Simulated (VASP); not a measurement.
A run of VASP 6.6.1:

INCAR

```
PREC = Accurate ; ENCUT = 520
EDIFF = 1E-6 ; ISMEAR = 0
SIGMA = 0.15 ; LREAL = F
LASPH = T ; NELM = 100
ALGO = Normal ; ISIF = 2
LWAVE = F ; LCHARG = F
GGA = PS ; NBANDS = 23
```

KPOINTS

```
regular mesh
0
Gamma
  12 12 6
```

File POSCAR:

```
HfN
1.0
    3.1277072714      0.0000000000      0.0000000000
   -1.5638536357      2.7086739526      0.0000000000
    0.0000000000      0.0000000000      5.3909358698
Hf N
2 2
Direct
    0.6666666667      0.3333333333      0.7500000000
    0.3333333333      0.6666666667      0.2500000000
    0.0000000000      0.0000000000      0.0000000000
    0.0000000000      0.0000000000      0.5000000000
```

Potentials or basis: VASP PAW PBE potentials, release 64 (Hf_pv, N).

Launch:

```sh
$ cat potpaw_PBE.64/Hf_pv/POTCAR potpaw_PBE.64/N/POTCAR > POTCAR
$ mpirun -np 1 vasp_std > vasp.out
```

Hardware: 1 thread of Intel(R) Xeon(R) Platinum 8488C (Sapphire Rapids), with other jobs on the host.

Problem. How long does it take, and how much memory?

Solution. Run time: 32 s on 1 thread of Intel(R) Xeon(R) Platinum 8488C (Sapphire Rapids), on a shared host, peak memory 0.21 GiB. Counts: scf iterations 13, k points 76.
